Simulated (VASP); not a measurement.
**TiAl3: single point with PBEsol**

The system is TiAl3.

```xyz
4
Lattice="4.1852 0.0000 0.0000 0.0000 4.1852 0.0000 0.0000 0.0000 3.7841" Properties=species:S:1:pos:R:3 pbc="T T T"
Ti    0.0000    0.0000    0.0000
Al    2.0926    2.0926    0.0000
Al    2.0926    0.0000    1.8920
Al    0.0000    2.0926    1.8920
```

This cell differs from its parent crystal: biaxial strain in the a-b plane: +6.0 %, then relaxed in part.

- Program: VASP 6.6.1
- Task: single point
- Functional: PBEsol
- Potentials or basis: VASP PAW PBE potentials, release 64 (Ti_sv, Al)
- Cutoff: 520 eV
- k mesh: 14 × 14 × 14
- Occupations: gaussian, width 0.1 eV
- Spin: no spin polarisation
- Dipole correction: no
- Further INCAR settings: ALGO = Fast; EDIFF = 1e-06; NBANDS = 18

The pressure is -6.5 GPa and the band gap on the k mesh is zero (an odd number of electrons rules out a gap without spin polarisation).

Stress tensor (GPa, compression positive):
```
-9.80  0.00  0.00
 0.00 -9.80  0.00
 0.00  0.00  0.08
```

Levels at points of the mesh, in eV from the Fermi level:
| k point | band 7 | band 8 | band 9 | band 10 | band 11 | band 12 | band 13 | band 14 |
| --- | --- | --- | --- | --- | --- | --- | --- | --- |
| (0.00, 0.00, 0.00) | -2.54 | -2.50 | -2.50 | -0.96 | 0.04 | 0.33 | 0.33 | 0.74 |
| (0.50, 0.00, 0.00) | -2.44 | -1.92 | -1.39 | 0.24 | 0.26 | 0.49 | 0.59 | 1.69 |
| (0.50, 0.50, 0.00) | -6.22 | -4.81 | -0.69 | -0.69 | 0.59 | 0.78 | 1.06 | 1.92 |
| (0.00, 0.00, 0.50) | -2.27 | -2.27 | -2.13 | 0.39 | 0.46 | 0.46 | 0.68 | 0.97 |
| (0.50, 0.00, 0.50) | -5.61 | -4.74 | -1.42 | -1.15 | 0.34 | 0.69 | 0.90 | 1.50 |
| (0.50, 0.50, 0.50) | -4.85 | -4.63 | -3.42 | -3.42 | -3.04 | 0.03 | 0.91 | 1.54 |

Wall time 4.4 min on 1 thread of Intel(R) Xeon(R) Platinum 8488C (Sapphire Rapids), with other jobs on the host, peak memory 0.42 GiB.

Caveat: the cell differs from its parent crystal (biaxial strain in the a-b plane: +6.0 %, then relaxed in part); the stress differs along the axes, from -10 to 0 GPa; the PAW data sets were made with another functional, which shifts forces and pressure a little.
